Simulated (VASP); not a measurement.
# Te2Mo in VASP: further runs, part 2 of 2

VASP 6.6.1. The steps go on from the part before.

**3. Single point, PBE+D3(BJ)**

INCAR reads:

```
PREC     = Accurate       # precision mode
ENCUT    = 520            # plane-wave cutoff, eV
EDIFF    = 1E-6           # SCF threshold, eV
ISMEAR   = 0              # smearing method
SIGMA    = 0.02           # smearing width, eV
LREAL    = F              # projectors in reciprocal space
LASPH    = T              # aspherical terms in the spheres
NELM     = 100            # most SCF steps
ALGO     = Normal         # electronic algorithm
ISIF     = 2              # what is computed and relaxed
LWAVE    = F              # write WAVECAR
LCHARG   = F              # write CHGCAR
LDIPOL   = T            
IDIPOL   = 3            
DIPOL    = 0.5 0.5 0.500
GGA      = PE             # functional
IVDW     = 12             # dispersion correction
NBANDS   = 20             # bands
```

KPOINTS reads:

```
regular mesh
0
Gamma
  9 9 1
```

POSCAR reads:

```
Te2Mo
1.0
    3.4100000000      0.0000000000      0.0000000000
   -1.7050000000      2.9531466269      0.0000000000
    0.0000000000      0.0000000000     33.2698832047
Te Mo
2 1
Direct
    0.3333333333      0.6666666667      0.4491732511
    0.3333333333      0.6666666667      0.5508267489
    0.6666666667      0.3333333333      0.5000000000
```

Potentials or basis: VASP PAW PBE potentials, release 64 (Te, Mo_sv).

Launch:

```bash
$ cat potpaw_PBE.64/Te/POTCAR potpaw_PBE.64/Mo_sv/POTCAR > POTCAR
$ mpirun -np 1 vasp_std > vasp.out
```

OUTCAR:

```text
PREC = Accurate
   ENCUT = 520
   EDIFF = 1E-6
   ISMEAR = 0
   LREAL = F
   LASPH = T
   NELM = 100
   ISIF = 2
   GGA = PE
   IVDW = 12
 IVDW          = 12

 ion  position               nearest neighbor table
   1  0.333  0.667  0.449-   3 2.60   3 2.60   3 2.60   2 3.38
   2  0.333  0.667  0.551-   3 2.60   3 2.60   3 2.60   1 3.38
   3  0.667  0.333  0.500-   1 2.60   2 2.60   1 2.60   2 2.60   1 2.60   2 2.60

  LATTYP: Found a hexagonal cell.
 ALAT       =     3.4100000000
 C/A-ratio  =     9.7565639896

  Lattice vectors:

 A1 = (   3.4100000000,   0.0000000000,   0.0000000000)
 A2 = (  -1.7050000000,   2.9531466269,   0.0000000000)
 A3 = (   0.0000000000,   0.0000000000,  33.2698832047)

Analysis of symmetry for initial positions (statically):
=====================================================================
 Subroutine PRICEL returns:
 Original cell was already a primitive cell.

 Routine SETGRP: Setting up the symmetry group for a
 hexagonal supercell.

 Subroutine GETGRP returns: Found 12 space group operations
 (whereof 12 operations were pure point group operations)
 out of a pool of 24 trial point group operations.

The static configuration has the point symmetry D_3h.

Analysis of symmetry for dynamics (positions and initial velocities):
=====================================================================
 Subroutine PRICEL returns:
 Original cell was already a primitive cell.

 Routine SETGRP: Setting up the symmetry group for a
 hexagonal supercell.

 Subroutine GETGRP returns: Found 12 space group operations
 (whereof 12 operations were pure point group operations)
 out of a pool of 24 trial point group operations.

The dynamic configuration has the point symmetry D_3h.

 Subroutine INISYM returns: Found 12 space group operations
 (whereof 12 operations are pure point group operations),
 and found     1 'primitive' translations

----------------------------------------------------------------------------------------

                                     Primitive cell

  volume of cell :     335.0354

  direct lattice vectors                    reciprocal lattice vectors
     3.410000000  0.000000000  0.000000000     0.293255132  0.169310929  0.000000000
    -1.705000000  2.953146627  0.000000000     0.000000000  0.338621859  0.000000000
     0.000000000  0.000000000 33.269883205     0.000000000  0.000000000  0.030057214

  length of vectors
     3.410000000  3.410000000 33.269883205     0.338621859  0.338621859  0.030057214

  position of ions in fractional coordinates (direct lattice)
     0.333333333  0.666666667  0.449173251
     0.333333333  0.666666667  0.550826749
     0.666666667  0.333333333  0.500000000

  ion indices of the primitive-cell ions
   primitive index   ion index
                 1           1
                 2           2
                 3           3

----------------------------------------------------------------------------------------

 KPOINTS: regular mesh

Automatic generation of k-mesh.
 Grid dimensions read from file:
 generate k-points for:    9    9    1
[... 25 lines left out ...]
  0.444444  0.000000  0.000000      6.000000
  0.111111  0.111111  0.000000      6.000000
  0.222222  0.111111  0.000000     12.000000
  0.333333  0.111111  0.000000     12.000000
  0.444444  0.111111  0.000000      6.000000
  0.222222  0.222222  0.000000      6.000000
  0.333333  0.222222  0.000000     12.000000
  0.333333  0.333333  0.000000      2.000000
   k-points           NKPTS =     12   k-points in BZ     NKDIM =     12   number of bands    NBANDS=     20
   number of dos      NEDOS =    301   number of ions     NIONS =      3
   total plane-waves  NPLWV = 196000
   dimension x,y,z NGX =    28 NGY =   28 NGZ =  250
   dimension x,y,z NGXF=    56 NGYF=   56 NGZF=  500
   ions per type =               2   1
   NGX,Y,Z   is equivalent  to a cutoff of  13.65, 13.65, 12.49 a.u.
   NGXF,Y,Z  is equivalent  to a cutoff of  27.30, 27.30, 24.98 a.u.
 SYSTEM =  unknown system
   PREC   = accura    normal or accurate (medium, high low for compatibility)
   ISTART =      0    job   : 0-new  1-cont  2-samecut
   ICHARG =      2    charge: 1-file 2-atom 10-const
   ISPIN  =      1    spin polarized calculation?
   LNONCOLLINEAR =      F non collinear calculations
   LSORBIT =      F    spin-orbit coupling
   LASPH  =      T    aspherical Exc in radial PAW
   ENCUT  =  520.0 eV  38.22 Ry    6.18 a.u.   6.34  6.34 61.86*2*pi/ulx,y,z
   NELM   =    100;   NELMIN=  2; NELMDL= -5     # of ELM steps
   EDIFF  = 0.1E-05   stopping-criterion for ELM
   LREAL  =      F    real-space projection
   EDIFFG = 0.1E-04   stopping-criterion for IOM
   NSW    =      0    number of steps for IOM
   IBRION =     -1    ionic relax: 0-MD 1-quasi-New 2-CG
   NFREE  =      0    steps in history (QN), initial steepest desc. (CG)
   ISIF   =      2    stress and relaxation
   ISYM   =      2    0-nonsym 1-usesym 2-fastsym
   POTIM  = 0.5000    time-step for ionic-motion
   TEBEG  =    0.0;   TEEND  =   0.0 temperature during run
   PSTRESS=    0.0 pullay stress
   NELECT =      26.0000    total number of electrons
   NUPDOWN=      -1.0000    fix difference up-down
   EMIN   =  10.00;   EMAX   =-10.00  energy-range for DOS
   EFERMI =   0.00;   METHOD = LEGACY
   ISMEAR =     0;   SIGMA  =   0.02  broadening in eV -4-tet -1-fermi 0-gaus
   EFERMI_NEDOS =   21; number of points for ismear=-14 and -15
   IALGO  =     38    algorithm
   IMIX   =      4    mixing-type and parameters
     AMIX     =   0.40;   BMIX     =  1.00
     AMIX_MAG =   1.60;   BMIX_MAG =  1.00
  volume/ion in A,a.u.               =     111.68       753.64
  Fermi-wavevector in a.u.,A,eV,Ry     =   0.698290  1.319576  6.634319  0.487609
  Thomas-Fermi vector in A             =   1.781853
   LORBIT       =      0    0 simple, 1 ext, 2 COOP (PROOUT), +10 PAW based schemes
   GGA     = PE    functional components
   LHFCALC =     F    Hartree Fock is set to
   AEXX    =    0.0000 exact exchange contribution
   IVDW    =    12    specifies the selected vdW correction
   LEPSILON=     F    determine dielectric tensor
   LRPA    =     F    only Hartree local field effects (RPA)
 non-spin polarized calculation
 Gauss-broadening in eV      SIGMA  =   0.02
  energy-cutoff  :      520.00
  volume of cell :      335.04
 maximum number of plane-waves:      9053
 NGX is ok and might be reduce to    28
   NGX = 13   NGY = 13   NGZ =123

 dipolmoment           0.000000      0.000000      0.000000 electrons x Angstroem

 number of electron      26.0000001 magnetization

 dipolmoment           0.000000      0.000000     -0.000000 electrons x Angstroem

 Free energy of the ion-electron system (eV)
  ---------------------------------------------------
  ext. energy  EPLUGINS =         0.00000000
  ---------------------------------------------------
  free energy    TOTEN  =       -17.41844981 eV

  energy without entropy =      -17.41844981  energy(sigma->0) =      -17.41844981

 E-fermi :  -2.0977     XC(G=0):  -2.5746

 val. band max:       -2.2218637407   @ k =   0.3333   0.3333   0.0000
 cond. band min:      -0.9935982469   @ k =   0.3333   0.3333   0.0000
 fundamental gap:      1.2282654939
 Fermi energy:        -2.0976855863

 k-point     1 :       0.0000    0.0000    0.0000
  band No.  band energies     occupation
      1     -62.5728      2.00000
      2     -36.8475      2.00000
      3     -36.6641      2.00000
      4     -36.6641      2.00000
      5     -15.4490      2.00000
      6     -14.1026      2.00000
[... 265 lines left out ...]
     19       3.4882      0.00000
     20       5.6003      0.00000

------------------------ aborting loop because EDIFF is reached ----------------------------------------

 vacuum level on the upper side and lower side of the slab       (xc-potential included)        -0.152        -0.152

 Edisp (eV)   -1.30699

 E8    (eV) :    -0.6374

  FORCE on cell =-STRESS in cart. coord.  units (eV):
  Direction    XX          YY          ZZ          XY          YZ          ZX
  --------------------------------------------------------------------------------------
  -------------------------------------------------------------------------------------
  Total       5.99195     5.99195     9.56739     0.00000     0.00000     0.00000
  in kB      28.65420    28.65420    45.75233     0.00000     0.00000     0.00000
  external pressure =       34.35 kB  Pullay stress =        0.00 kB

 VOLUME and BASIS-vectors are now :
 -----------------------------------------------------------------------------
  energy-cutoff  :      520.00
  volume of cell :      335.04
      direct lattice vectors                 reciprocal lattice vectors
     3.410000000  0.000000000  0.000000000     0.293255132  0.169310929  0.000000000
    -1.705000000  2.953146627  0.000000000     0.000000000  0.338621859  0.000000000
     0.000000000  0.000000000 33.269883205     0.000000000  0.000000000  0.030057214

 POSITION                                       TOTAL-FORCE (eV/Angst)
 -----------------------------------------------------------------------------------
     -0.00000      1.96876     14.94394         0.000000      0.000000     -2.832581
     -0.00000      1.96876     18.32594         0.000000      0.000000      2.832581
      1.70500      0.98438     16.63494        -0.000000     -0.000000     -0.000000
 -----------------------------------------------------------------------------------
    total drift:                               -0.000000      0.000000     -0.000000

  FREE ENERGIE OF THE ION-ELECTRON SYSTEM (eV)
  ---------------------------------------------------
  free  energy   TOTEN  =       -18.7254371613 eV

  energy  without entropy=      -18.7254371613  energy(sigma->0) =      -18.72543716

 vacuum level on the upper side and lower side of the slab         2.780         2.780
```

Run time: 1.8 min. Hardware: 1 thread of Intel Xeon 6975P-C (Granite Rapids), shared host; peak memory 0.47 GiB.

Results:

| Property | Result |
| --- | --- |
| Free energy | -18.7254 eV |
| Largest force | 2.833 eV/Å |
| Band gap on the k mesh | 1.23 eV, direct |
| Dispersion energy per atom | -0.436 eV |

Forces on the atoms (eV/Å):
```
Te   0.000  0.000 -2.833
Te   0.000  0.000  2.833
Mo   0.000  0.000  0.000
```

Caveat: spin-orbit coupling is left out, which moves the levels of the heavy elements.
